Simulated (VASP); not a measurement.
Write the native input for VASP 6.6.1 that does the following.

| Item | Value |
| --- | --- |
| Task | single point |
| Functional | PBE |
| Potentials or basis | VASP PAW PBE potentials, release 64 (Sr_sv, Cl) |
| Cutoff | 520 eV |
| k mesh | 6 × 6 × 6 |
| Occupations | gaussian, width 0.01 eV |
| Spin | no spin polarisation |
| Dipole correction | no |
| Further INCAR settings | ALGO = Normal; EDIFF = 1e-07; NBANDS = 19 |

The structure of SrCl2 lies in POSCAR:

```
SrCl2
1.0
    2.0857437679      1.2042047259      6.1350482845
   -2.0857437679      1.2042047259      6.1350482845
    0.0000000000     -2.4084094518      6.1350482845
Sr Cl
1 2
Direct
    0.0002014275      0.0002014275      0.0002014275
    0.4227725673      0.4227725673      0.4227725673
    0.2436926719      0.2436926719      0.2436926719
```

The input as run:

INCAR

```
SYSTEM = SrCl2
PREC = Accurate ; ENCUT = 520
EDIFF = 1E-7 ; ISMEAR = 0
SIGMA = 0.01 ; LREAL = .False.
LASPH = .True. ; NELM = 60
ALGO = Normal ; ISIF = 2
LWAVE = .False. ; LCHARG = .False.
GGA = PE ; NBANDS = 19
```

KPOINTS

```
Automatic mesh
0
Gamma
  6 6 6
  0 0 0
```

Potentials or basis: VASP PAW PBE potentials, release 64 (Sr_sv, Cl).

The run is started by

```bash
$ cat potpaw_PBE.64/Sr_sv/POTCAR potpaw_PBE.64/Cl/POTCAR > POTCAR
$ mpirun -np 1 vasp_std > vasp.out
```

Results of the run:

| Property | Result |
| --- | --- |
| Pressure | 1.3 GPa |
| Largest force | 0.004 eV/Å |
| Band gap on the k mesh | 4.35 eV, direct |

It took 78 s on 1 thread of Intel(R) Xeon(R) Platinum 8488C (Sapphire Rapids) (shared host), peak memory 0.36 GiB.
